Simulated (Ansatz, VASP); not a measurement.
**Two plane-wave programs on Au**

```
CELL_PARAMETERS angstrom
0.00000 2.15827 2.15827
2.15827 0.00000 2.15827
2.15827 2.15827 0.00000
ATOMIC_POSITIONS crystal
Au 0.00000 0.00000 0.00000
```

Alike in both runs: task single point; functional PBE; k mesh 21 × 21 × 21; occupations fermi-dirac, width 0.1 eV; no spin polarisation.

|  | VASP | Ansatz |
| --- | --- | --- |
| version | VASP 6.6.1 | Ansatz 0.2.0 |
| potentials or method | VASP PAW PBE potentials, release 64 (Au), cutoff 520 eV | plane waves (420 eV) with PAW, scalar-relativistic |
| valence electrons in the cell | 11 | 19 |

|  | VASP | Ansatz | Ansatz less VASP |
| --- | --- | --- | --- |
| pressure (GPa) | -11.3 | -11.1 | +0.11 |

VASP's potentials hold 11 valence electrons a cell and Ansatz's 19, so a difference there can come from the potentials and not from the codes.

Spin-orbit coupling is off throughout.
